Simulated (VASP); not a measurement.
CdMo2, 3 atoms in the cell. Symmetry: R-3m, No. 166, trigonal system. Conventional cell: a = 3.056 Å, b = 3.056 Å, c = 20.370 Å, α = 90.00°, β = 90.00°, γ = 120.00°. Within 4.0 Å of Cd (site symmetry -3m) lie 6 Cd at 3.06 Å and 6 Mo at 3.07 Å. Mo (site symmetry 3m) has 9 Mo at 2.50 to 3.06 Å and 3 Cd at 3.07 Å within 3.3 Å. 

| Quantity | Value |
| --- | --- |
| Program | VASP 6.6.1 |
| Task | single point |
| Functional | PBE |
| Potentials or basis | VASP PAW PBE potentials, release 64 (Cd, Mo_sv) |
| Cutoff | 520 eV |
| k mesh | 18 × 18 × 18 |
| Occupations | gaussian, width 0.1 eV |
| Spin | no spin polarisation |
| Dipole correction | no |
| Further INCAR settings | ALGO = Fast; EDIFF = 1e-06; NBANDS = 27 |

Potentials or basis: VASP PAW PBE potentials, release 64 (Cd, Mo_sv).

Command:

```bash
$ cat potpaw_PBE.64/Cd/POTCAR potpaw_PBE.64/Mo_sv/POTCAR > POTCAR
$ mpirun -np 1 vasp_std > vasp.out
```

Hardware: 1 thread of Intel(R) Xeon(R) 6975P-C (Granite Rapids), on a shared host.

Estimate the wall time of this run.

Wall time 35 min on 1 thread of Intel(R) Xeon(R) 6975P-C (Granite Rapids) (shared host), peak memory 0.98 GiB. Counts: scf iterations 14, k points 580.
